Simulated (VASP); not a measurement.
Input of a VASP 6.6.1 run:

Contents of INCAR:

```
PREC     = Accurate       # precision mode
ENCUT    = 520            # plane-wave cutoff, eV
EDIFF    = 1E-7           # SCF threshold, eV
ISMEAR   = 1              # smearing method
SIGMA    = 0.1            # smearing width, eV
LREAL    = Auto         
LASPH    = T              # aspherical terms in the spheres
NELM     = 60             # most SCF steps
ALGO     = Normal         # electronic algorithm
ISIF     = 2              # what is computed and relaxed
LWAVE    = F              # write WAVECAR
LCHARG   = F              # write CHGCAR
GGA      = PE             # functional
NBANDS   = 150            # bands
```

The input KPOINTS:

```
regular mesh
0
Gamma
  2 2 2
```

Contents of POSCAR:

```
Al16Ru15
1.0
    0.0000000000      6.0068828200      6.0068828200
    6.0068828200      0.0000000000      6.0068828200
    6.0068828200      6.0068828200      0.0000000000
Al Ru
16 15
Direct
   -0.0007772749     -0.0001608053      0.0023066185
    0.2510890919      0.2517135663      0.2466896947
   -0.0006680150     -0.0001359706      0.4984737995
    0.2512087911      0.2517470012      0.7503364580
    0.0035377520      0.4996443987     -0.0016378867
    0.2468965499      0.7518785269      0.2505608780
   -0.0006342207      0.5035595951      0.4984275207
    0.2512190751      0.7479423215      0.7503227128
    0.4991446088      0.0041508582     -0.0017322789
    0.7513828796      0.2475000777      0.2504616224
    0.5029694802     -0.0001608920      0.4985428497
    0.7473770912      0.2516884041      0.7504291063
    0.4991593472      0.4997235792     -0.0017184421
    0.7513591721      0.7519128292      0.2505273626
    0.4990391718      0.4997116074      0.5027810031
    0.7512537859      0.7519253096      0.7461283912
    0.1252578959      0.1257558071      0.1244025171
    0.3762437997      0.3767547206      0.3734388049
    0.3751961420      0.3757925918      0.8744904719
    0.1252497464      0.6257905310      0.1243838351
    0.3761839399      0.8748601919      0.3734539570
    0.1251680396      0.6258057355      0.6244275458
    0.3760904201      0.8748969702      0.8753627327
    0.6251304156      0.1258019687      0.1244980943
    0.8742649390      0.3767330727      0.3735297943
    0.6252595107      0.1258234468      0.6243650731
    0.8743191458      0.3767208993      0.8753186294
    0.6252248967      0.6258122286      0.1244262408
    0.8751921860      0.8758025583      0.3744704813
    0.6253119127      0.6257371445      0.6243687196
    0.8743253880      0.8748149670      0.8753503483
```

Potentials or basis: VASP PAW PBE potentials, release 64 (Al, Ru_pv).

Run with:

```bash
$ cat potpaw_PBE.64/Al/POTCAR potpaw_PBE.64/Ru_pv/POTCAR > POTCAR
$ mpirun -np 1 vasp_std > vasp.out
```

Problem. Estimate the pressure.

Solution. -1.0 GPa.

Problem. Predict the largest force.

Solution. 0.013 eV/Å.

Problem. What does it give for the band gap on the k mesh?

Solution. Zero (bands 129 and 130 overlap by 0.52 eV).

Forces in eV/Å, atoms in the order of the input:
```
Al  -0.006 -0.008  0.007
Al   0.005  0.006 -0.003
Al   0.007  0.005  0.006
Al  -0.005 -0.006 -0.006
Al   0.002 -0.004 -0.003
Al  -0.003  0.001  0.003
Al  -0.003  0.006 -0.005
Al   0.008 -0.008  0.007
Al  -0.005  0.004 -0.006
Al   0.003 -0.002  0.002
Al   0.005 -0.003 -0.003
Al  -0.006  0.005  0.007
Al   0.003  0.001  0.002
Al  -0.005 -0.003 -0.004
Al  -0.003  0.000  0.005
Al   0.002  0.005 -0.004
Ru   0.001  0.000  0.000
Ru  -0.001 -0.001 -0.005
Ru  -0.002 -0.001  0.001
Ru   0.000  0.001  0.001
Ru   0.001  0.001 -0.001
Ru   0.001  0.002  0.000
Ru   0.000  0.001  0.000
Ru  -0.001  0.001  0.003
Ru   0.000 -0.001 -0.001
Ru   0.000  0.000 -0.001
Ru  -0.001  0.000  0.000
Ru   0.000  0.000  0.000
Ru  -0.001  0.001  0.000
Ru   0.003 -0.001 -0.002
Ru   0.002  0.000  0.002
```

Caveat: the k points lie up to 0.45 Å⁻¹ apart, too coarse for converged energies and pressures of a metal.
